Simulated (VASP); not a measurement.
A run of VASP 6.6.1 is set up as follows.

File INCAR:

```
SYSTEM = Tl3ICl2
  ALGO = Normal
  EDIFF = 1E-6
  ENCUT = 500
  GGA = PE
  GGA_COMPAT = .FALSE.
  ISIF = 2
  ISMEAR = 0
  LASPH = .TRUE.
  LCHARG = .FALSE.
  LREAL = .FALSE.
  LWAVE = .FALSE.
  NBANDS = 39
  NELM = 120
  PREC = Accurate
  SIGMA = 0.15
```

File KPOINTS:

```
k-points
0
G
  2 2 3
  0 0 0
```

File POSCAR:

```
Tl3ICl2
1.0
    3.8222285832     -6.6086258215      0.0049298620
    3.8222285832      6.6086258215      0.0049298620
   -0.0232995967      0.0000000000      4.4622149463
Tl I Cl
3 1 2
Direct
    0.0000000000      0.5000000000      0.5000000000
    0.5000000000      0.0000000000      0.5000000000
    0.5000000000      0.5000000000      0.5000000000
    0.0000000000      0.0000000000      0.0000000000
    0.6668853632      0.3331146368      0.0000000000
    0.3331146368      0.6668853632      0.0000000000
```

Potentials or basis: VASP PAW PBE potentials, release 64 (Tl_d, I, Cl).

Launch:

```bash
$ cat potpaw_PBE.64/Tl_d/POTCAR potpaw_PBE.64/I/POTCAR potpaw_PBE.64/Cl/POTCAR > POTCAR
$ mpirun -np 1 vasp_std > vasp.out
```

Q: Estimate the band gap on the k mesh.

A: 0.57 eV.

Q: What does it give for the largest force?

A: 0.005 eV/Å.

Q: What does it give for the pressure?

A: 0.5 GPa.

Stress tensor (GPa, compression positive):
```
0.58 0.00 0.02
0.00 0.59 0.00
0.02 0.00 0.27
```

Caveat: the k points lie up to 0.47 Å⁻¹ apart; spin-orbit coupling is left out, which moves the levels of the heavy elements.
